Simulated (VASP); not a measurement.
# Ti3HN3 in VASP: relaxation of the atoms with PBE

Aim: the relaxation of the atoms of Ti3HN3 with PBE.

All numbers are computed with VASP 6.6.1; they aren't measurements. Logs are shortened: lines on timing, memory, paths and dates and some standing lists are left out, and cuts for length are marked.

## (1) The cell of the first run

The cell holds a slab with vacuum, 7 atoms: a = 3.003 Å, b = 3.003 Å, c = 19.758 Å, α = 90.00°, β = 90.00°, γ = 90.00°.

## (2) Relaxation of the atoms, PBE

Input file INCAR:

```
SYSTEM = Ti3HN3
PREC = Accurate ; ENCUT = 520
EDIFF = 1E-6 ; ISMEAR = 0
SIGMA = 0.1 ; LREAL = .False.
LASPH = .True. ; NELM = 80
ALGO = Normal ; ISIF = 2
LWAVE = .False. ; LCHARG = .False.
LDIPOL = .True. ; IDIPOL = 3
DIPOL = 0.5 0.5 0.331 ; GGA = PE
IBRION = 2 ; NSW = 36
EDIFFG = -0.025
```

Input file KPOINTS:

```
Automatic mesh
0
Gamma
  9 9 1
  0 0 0
```

Input file POSCAR:

```
Ti3HN3
1.0
    3.0028555065      0.0000000000      0.0000000000
    0.0000000000      3.0028555065      0.0000000000
    0.0000000000      0.0000000000     19.7584945265
Ti N H
3 3 1
Selective dynamics
Direct
    0.5000000000      0.5000000000      0.2024445736  F F F
    0.0000000000      0.0000000000      0.3072496201  F F F
    0.5000000000      0.5000000000      0.4076776418  F F F
    0.0000000000      0.0000000000      0.2024445736  F F F
    0.5000000000      0.5000000000      0.3055678856  F F F
    0.0000000000      0.0000000000      0.4179718508  F F F
    0.0000000000      0.5000000000      0.4757731919  F F T
```

Potentials or basis: VASP PAW PBE potentials, release 64 (Ti_sv, N, H).

The run is started by

```bash
$ cat potpaw_PBE.64/Ti_sv/POTCAR potpaw_PBE.64/N/POTCAR potpaw_PBE.64/H/POTCAR > POTCAR
$ mpirun -np 1 vasp_std > vasp.out
```

OUTCAR:

```text
SYSTEM = Ti3HN3
   PREC = Accurate
   ENCUT = 520
   EDIFF = 1E-6
   ISMEAR = 0
   LREAL = .False.
   LASPH = .True.
   NELM = 80
   ISIF = 2
   GGA = PE
   IBRION = 2
   NSW = 36
   EDIFFG = -0.025

 ion  position               nearest neighbor table
   1  0.500  0.500  0.202-   5 2.04   4 2.12   4 2.12   4 2.12   4 2.12
   2  0.000  0.000  0.307-   4 2.07   5 2.12   5 2.12   5 2.12   5 2.12   6 2.19   3 2.91   3 2.91
                             3 2.91   3 2.91
   3  0.500  0.500  0.408-   5 2.02   6 2.13   6 2.13   6 2.13   6 2.13   2 2.91   2 2.91   2 2.91
                             2 2.91
   4  0.000  0.000  0.202-   2 2.07   1 2.12   1 2.12   1 2.12   1 2.12
   5  0.500  0.500  0.306-   3 2.02   1 2.04   2 2.12   2 2.12   2 2.12   2 2.12
   6  0.000  0.000  0.418-   3 2.13   3 2.13   3 2.13   3 2.13   2 2.19
   7  0.000  0.500  0.476-

  LATTYP: Found a simple tetragonal cell.
 ALAT       =     3.0028555065
 C/A-ratio  =     6.5799018580

  Lattice vectors:

 A1 = (   3.0028555065,   0.0000000000,   0.0000000000)
 A2 = (   0.0000000000,   3.0028555065,   0.0000000000)
 A3 = (   0.0000000000,   0.0000000000,  19.7584945265)

Analysis of symmetry for initial positions (statically):
=====================================================================
 Subroutine PRICEL returns:
 Original cell was already a primitive cell.

 Routine SETGRP: Setting up the symmetry group for a
 simple tetragonal supercell.

 Subroutine GETGRP returns: Found  4 space group operations
 (whereof  4 operations were pure point group operations)
 out of a pool of 16 trial point group operations.

The static configuration has the point symmetry C_2v.

Analysis of symmetry for dynamics (positions and initial velocities):
=====================================================================
 Subroutine PRICEL returns:
 Original cell was already a primitive cell.

 Routine SETGRP: Setting up the symmetry group for a
 simple tetragonal supercell.

 Subroutine GETGRP returns: Found  4 space group operations
 (whereof  4 operations were pure point group operations)
 out of a pool of 16 trial point group operations.

The dynamic configuration has the point symmetry C_2v.

Analysis of constrained symmetry for selective dynamics:
=====================================================================
 Subroutine PRICEL returns:
[... 132 lines left out ...]
   EFERMI =   0.00;   METHOD = LEGACY
   ISMEAR =     0;   SIGMA  =   0.10  broadening in eV -4-tet -1-fermi 0-gaus
   EFERMI_NEDOS =   21; number of points for ismear=-14 and -15
   IALGO  =     38    algorithm
   IMIX   =      4    mixing-type and parameters
     AMIX     =   0.40;   BMIX     =  1.00
     AMIX_MAG =   1.60;   BMIX_MAG =  1.00
  volume/ion in A,a.u.               =      25.45       171.76
  Fermi-wavevector in a.u.,A,eV,Ry     =   1.085930  2.052110 16.044579  1.179243
  Thomas-Fermi vector in A             =   2.222055
   LORBIT       =      0    0 simple, 1 ext, 2 COOP (PROOUT), +10 PAW based schemes
   GGA     = PE    functional components
   LHFCALC =     F    Hartree Fock is set to
   AEXX    =    0.0000 exact exchange contribution
   IVDW    =     0    specifies the selected vdW correction
   LEPSILON=     F    determine dielectric tensor
   LRPA    =     F    only Hartree local field effects (RPA)
 conjugate gradient relaxation of ions
 non-spin polarized calculation
 Gauss-broadening in eV      SIGMA  =   0.10
  energy-cutoff  :      520.00
  volume of cell :      178.17
 maximum number of plane-waves:      4826
 NGX is ok and might be reduce to    24
   NGX = 11   NGY = 11   NGZ = 73

 dipolmoment           0.000000      0.000000     -0.451188 electrons x Angstroem

--------------------------------------- Ionic step        1  -------------------------------------------

 number of electron      51.9999999 magnetization

 Free energy of the ion-electron system (eV)
  ---------------------------------------------------
  ext. energy  EPLUGINS =         0.00000000
  ---------------------------------------------------
  free energy    TOTEN  =       -58.97042885 eV

  energy without entropy =      -58.94572202  energy(sigma->0) =      -58.95807543

------------------------ aborting loop because EDIFF is reached ----------------------------------------

  FORCE on cell =-STRESS in cart. coord.  units (eV):
  Direction    XX          YY          ZZ          XY          YZ          ZX
  --------------------------------------------------------------------------------------
  -------------------------------------------------------------------------------------
  Total       -4.8160067     -1.6527053      1.6383086      0.0000000      0.0000000      0.0000000
  in kB      -43.3086801    -14.8622064     14.7327412      0.0000000      0.0000000      0.0000000
  external PRESSURE =     -14.4793818 kB  Pullay stress =       0.0000000 kB
[... 151 lines left out ...]
--------------------------------------- Ionic step        5  -------------------------------------------

 number of electron      51.9999999 magnetization

 dipolmoment           0.000000      0.000000      0.133325 electrons x Angstroem

 Free energy of the ion-electron system (eV)
  ---------------------------------------------------
  ext. energy  EPLUGINS =         0.00000000
  ---------------------------------------------------
  free energy    TOTEN  =       -58.99617809 eV

  energy without entropy =      -58.97438786  energy(sigma->0) =      -58.98528298

 E-fermi :   1.0796     XC(G=0):  -5.3315

 val. band max:        1.0546953320   @ k =   0.0000   0.2222   0.0000
 cond. band min:       1.1224264039   @ k =   0.2222   0.0000   0.0000
 fundamental gap:      0.0677310719
 Fermi energy:         1.0795586742

 k-point     1 :       0.0000    0.0000    0.0000
  band No.  band energies     occupation
      1     -56.8180      2.00000
      2     -56.6080      2.00000
      3     -56.4749      2.00000
      4     -33.2737      2.00000
      5     -32.9829      2.00000
      6     -32.9125      2.00000
[... 805 lines left out ...]
     30       2.9976      0.00000
     31       3.3029      0.00000

 [... further k-points ...]

------------------------ aborting loop because EDIFF is reached ----------------------------------------

 vacuum level on the upper side and lower side of the slab       (xc-potential included)         1.296        -1.308

  FORCE on cell =-STRESS in cart. coord.  units (eV):
  Direction    XX          YY          ZZ          XY          YZ          ZX
  --------------------------------------------------------------------------------------
  -------------------------------------------------------------------------------------
  Total       -5.5366899     -2.0009585      1.2497262      0.0000000      0.0000000      0.0000000
  in kB      -49.7895341    -17.9939263     11.2383550      0.0000000      0.0000000      0.0000000
  external PRESSURE =     -18.8483685 kB  Pullay stress =       0.0000000 kB
[... 22 lines left out ...]
  FREE ENERGIE OF THE ION-ELECTRON SYSTEM (eV)
  ---------------------------------------------------
  free  energy   TOTEN  =       -58.9961780915 eV

  energy  without entropy=      -58.9743878647  energy(sigma->0) =      -58.98528298

 reached required accuracy - stopping structural energy minimisation

 vacuum level on the upper side and lower side of the slab         6.336         3.664
```

OSZICAR:

```text
N       E                     dE             d eps       ncg     rms          rms(c)
DAV:   1     0.685209296791E+03    0.68521E+03   -0.27733E+04  1702   0.169E+03
DAV:   2     0.369754572546E+02   -0.64823E+03   -0.63577E+03  1809   0.513E+02
DAV:   3    -0.657273367029E+02   -0.10270E+03   -0.10191E+03  2685   0.186E+02
DAV:   4    -0.752392031047E+02   -0.95119E+01   -0.94933E+01  2470   0.502E+01
[... 77 lines left out ...]
DAV:   4    -0.589962084316E+02    0.12285E-03   -0.15382E-03  2115   0.302E-01    0.373E-02
DAV:   5    -0.589962001223E+02    0.83093E-05   -0.29506E-04  2429   0.172E-01    0.317E-02
DAV:   6    -0.589961810767E+02    0.19046E-04   -0.16877E-04  2250   0.143E-01    0.122E-02
DAV:   7    -0.589961786773E+02    0.23994E-05   -0.23900E-05  2110   0.440E-02    0.423E-03
DAV:   8    -0.589961780915E+02    0.58583E-06   -0.19964E-06  1310   0.126E-02
   5 F= -.58996178E+02 E0= -.58985283E+02  d E =-.257492E-01
```

CONTCAR:

```text
Ti3HN3
   1.00000000000000
     3.0028555065000000    0.0000000000000000    0.0000000000000000
     0.0000000000000000    3.0028555065000000    0.0000000000000000
     0.0000000000000000    0.0000000000000000   19.7584945265000016
  Ti              N               H
     3     3     1
Selective dynamics
Direct
     0.5000000000000000    0.5000000000000000    0.2024445735999976   F   F   F
     0.0000000000000000    0.0000000000000000    0.3072496201000021   F   F   F
     0.5000000000000000    0.5000000000000000    0.4076776417999994   F   F   F
     0.0000000000000000    0.0000000000000000    0.2024445735999976   F   F   F
     0.5000000000000000    0.5000000000000000    0.3055678855999986   F   F   F
     0.0000000000000000    0.0000000000000000    0.4179718508000008   F   F   F
     0.0000000000000000    0.5000000000000000    0.4833323464335712   F   F   T

  0.00000000E+00  0.00000000E+00  0.00000000E+00
  0.00000000E+00  0.00000000E+00  0.00000000E+00
  0.00000000E+00  0.00000000E+00  0.00000000E+00
  0.00000000E+00  0.00000000E+00  0.00000000E+00
  0.00000000E+00  0.00000000E+00  0.00000000E+00
  0.00000000E+00  0.00000000E+00  0.00000000E+00
  0.00000000E+00  0.00000000E+00  0.00000000E+00
```

It took 8.6 min on 1 thread of AMD EPYC 9R14 (Zen 4), shared host; peak memory 0.32 GiB.

Results:

```
Free energy               : -58.9962 eV
Energy gained by relaxing : 3.7 meV/atom
Ionic steps               : 5
Band gap on the k mesh    : zero (bands 26 and 27 overlap by 1.84 eV)
```

The path:
| step | energy change (eV) | largest force on free atoms (eV/Å) | pressure (GPa) |
| --- | --- | --- | --- |
| 1 | 0.0000 | 0.3595 | -1.45 |
| 2 | -0.0058 | 0.3145 | -1.50 |
| 3 | -0.0187 | 0.1824 | -1.66 |
| 4 | -0.0251 | 0.0548 | -1.95 |
| 5 | -0.0257 | 0.0039 | -1.88 |

Final structure:
```
Ti N H
1.0
     3.00286    0.00000    0.00000
     0.00000    3.00286    0.00000
     0.00000    0.00000   19.75849
Ti N H
3 3 1
Direct
  0.50000 0.50000 0.20244
  0.00000 0.00000 0.30725
  0.50000 0.50000 0.40768
  0.00000 0.00000 0.20244
  0.50000 0.50000 0.30557
  0.00000 0.00000 0.41797
  0.00000 0.50000 0.48333
```

Levels at points of the mesh, in eV from the Fermi level:
```
           k point  band 22  band 23  band 24  band 25  band 26  band 27  band 28  band 29  band 30  band 31
(0.00, 0.00, 0.00)    -2.51    -2.47    -2.10    -2.03    -1.82    -0.94    -0.41     0.09     0.11     0.75
```

The gap in the log of VASP goes by the Fermi energy; the results here count the filled bands.